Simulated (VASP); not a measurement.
Input of a VASP 6.6.1 run:

File POSCAR:

```
HfO2
1.0
    3.6841290622      0.0000000000      0.0000000000
    0.0000000000      3.5499981497      0.0000000000
    0.0000000000      0.0000000000      5.1636538990
Hf O
2 4
Direct
    0.5000000000      0.5000000000      0.5019942839
    0.0000000000      0.0000000000     -0.0019942839
    0.0000000000      0.5000000000      0.6948133810
    0.5000000000      0.0000000000      0.8051866190
    0.5000000000      0.0000000000      0.3033834677
    0.0000000000      0.5000000000      0.1966165323
```

The input INCAR.step1:

```
  PREC = Accurate
  ENCUT = 520
  ISMEAR = 0
  SIGMA = 0.02
  LREAL = F
  LASPH = T
  NELM = 80
  NBANDS = 31
  GGA = PE
  ALGO = Normal
  EDIFF = 1E-4
  LWAVE = T
  LCHARG = F
```

The input INCAR.step2:

```
  PREC = Accurate
  ENCUT = 520
  EDIFF = 1E-6
  ISMEAR = 0
  SIGMA = 0.02
  LREAL = F
  LASPH = T
  NELM = 80
  ALGO = Normal
  ISIF = 2
  LWAVE = F
  LCHARG = F
  METAGGA = R2SCAN
  LMIXTAU = T
  NBANDS = 31
  ISTART = 1
```

Contents of KPOINTS:

```
Automatic mesh
0
Gamma
  6 6 6
```

Potentials or basis: VASP PAW PBE potentials, release 64 (Hf_pv, O).

Launch:

```console
$ cat potpaw_PBE.64/Hf_pv/POTCAR potpaw_PBE.64/O/POTCAR > POTCAR
$ cp INCAR.step1 INCAR
$ mpirun -np 1 vasp_std > vasp.out
$ cp INCAR.step2 INCAR
$ mpirun -np 1 vasp_std > vasp.out
```

(1) Estimate the band gap on the k mesh.

(2) Predict the pressure.

Answers

(1) 5.02 eV (least direct gap 5.12 eV).

(2) -7.2 GPa.

Caveat: the cell differs from its parent crystal (uniaxial strain along a: +3.0 %); the stress differs along the axes, from -13 to -2 GPa; the PAW data sets were made with another functional, which shifts forces and pressure a little; spin-orbit coupling is left out, which moves the levels of the heavy elements.
